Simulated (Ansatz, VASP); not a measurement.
**One calculation of TaN, two programs**

Contents of INCAR:

```
SYSTEM = TaN
ALGO = Normal ; EDIFF = 1E-6
ENCUT = 520 ; GGA = PS
ISIF = 2 ; ISMEAR = -1
LASPH = .True. ; LCHARG = .False.
LREAL = .False. ; LWAVE = .False.
NBANDS = 33 ; NELM = 100
PREC = Accurate ; SIGMA = 0.1
```

File KPOINTS:

```
k-points
0
Gamma
  5 5 8
  0 0 0
```

Contents of POSCAR:

```
TaN
1.0
    5.2593104652      0.0000000000      0.0000000000
   -2.6296552326      4.5546964682      0.0000000000
    0.0000000000      0.0000000000      2.9462675463
Ta N
3 3
Direct
    0.0000000000      0.0000000000      0.0000000000
    0.3333333333      0.6666666667      0.5000000000
    0.6666666667      0.3333333333      0.5000000000
    0.5000000000      0.0000000000      0.0000000000
    0.5000000000      0.5000000000      0.0000000000
    0.0000000000      0.5000000000      0.0000000000
```

Input for Ansatz:

```yaml
crystal:
  lattice:
    - [5.25931046523054, 0.0, 0.0]
    - [-2.62965523261527, 4.554696468220229, 0.0]
    - [0.0, 0.0, 2.946267546309075]
  atoms:
    - { symbol: Ta, position: [0.0, 0.0, 0.0] }
    - { symbol: Ta, position: [0.3333333333333333, 0.6666666666666666, 0.5] }
    - { symbol: Ta, position: [0.6666666666666666, 0.3333333333333333, 0.5] }
    - { symbol: "N", position: [0.5, 0.0, 0.0] }
    - { symbol: "N", position: [0.5, 0.5, 0.0] }
    - { symbol: "N", position: [0.0, 0.5, 0.0] }
basis:
  ecutwfc: 500.0
kpoints:
  mp_grid:
    grid: [5, 5, 8]
hamiltonian:
  xc: pbesol
scf:
  occupations:
    method: fermi_dirac
output:
  stress: true
```

Alike in both runs: task single point; functional PBEsol; k mesh 5 × 5 × 8; no spin polarisation.

|  | VASP | Ansatz |
| --- | --- | --- |
| version | VASP 6.6.1 | Ansatz 0.2.0 |
| potentials or method | VASP PAW PBE potentials, release 64 (Ta_pv, N), cutoff 520 eV | plane waves, PAW |
| occupations | fermi-dirac, width 0.1 eV | fermi-dirac |
| valence electrons in the cell | 48 | 54 |

VASP gave:

| Property | Result |
| --- | --- |
| pressure (GPa) | -10.1 |
| traceless stress, the component that is largest in VASP (GPa) | -3.16 |

Question: Estimate Ansatz's values.

Answer: Pressure (GPa): -10.9; traceless stress, the component that is largest in VASP (GPa): -3.33.

VASP's potentials were made for PBE, not for PBEsol. VASP's potentials hold 48 valence electrons a cell and Ansatz's 54, so a difference there can come from the potentials and not from the codes.

Spin-orbit coupling is off throughout.
